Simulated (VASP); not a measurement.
Write the native input for VASP 6.6.1 that does the following.

```yaml
Task: single point
Functional: LDA
Potentials_or_basis: VASP PAW LDA potentials, release 64 (Ir)
Cutoff: 520 eV
k_mesh: 21 × 21 × 12
Occupations: gaussian, width 0.15 eV
Spin: collinear spin
Starting_moments: "[0.6, 0.6] μB"
Fixed_moment: 1.2 μB
Dipole_correction: no
Further_INCAR_settings: ALGO = Normal; EDIFF = 1e-07; NBANDS = 20
```

The structure of Ir lies in POSCAR:

```
Ir
1.0
    2.5924095241      0.0000000000      0.0000000000
   -1.2962047621      2.2450925049      0.0000000000
    0.0000000000      0.0000000000      4.2032925665
Ir
2
Direct
    0.6666666667      0.3333333333      0.7500000000
    0.3333333333      0.6666666667      0.2500000000
```

This isn't the form of Ir at room conditions, which is fcc.

These files were run (other wordings do the same):

INCAR

```
SYSTEM = Ir
  ALGO = Normal
  EDIFF = 1E-7
  ENCUT = 520
  GGA = CA
  ISIF = 2
  ISMEAR = 0
  ISPIN = 2
  LASPH = .True.
  LCHARG = .False.
  LMAXMIX = 4
  LORBIT = 11
  LREAL = .False.
  LWAVE = .False.
  MAGMOM = 0.6 0.6
  NBANDS = 20
  NELM = 150
  NUPDOWN = 1.2
  PREC = Accurate
  SIGMA = 0.15
```

KPOINTS

```
k-points
0
Gamma
  21 21 12
  0 0 0
```

Potentials or basis: VASP PAW LDA potentials, release 64 (Ir).

Run with:

```bash
$ cat potpaw_LDA.64/Ir/POTCAR > POTCAR
$ mpirun -np 1 vasp_std > vasp.out
```

It gave:

The pressure is 79.7 GPa, the net moment is 1.20 μB per cell and the site moments are Ir +0.58 μB.

Caveat: the cell stands under pressure; the total moment is fixed, so each spin has its own Fermi level and the state may be an excited one.

It took 7.4 min on 1 thread of Intel Xeon 8259CL, on a shared host, peak memory 0.32 GiB.
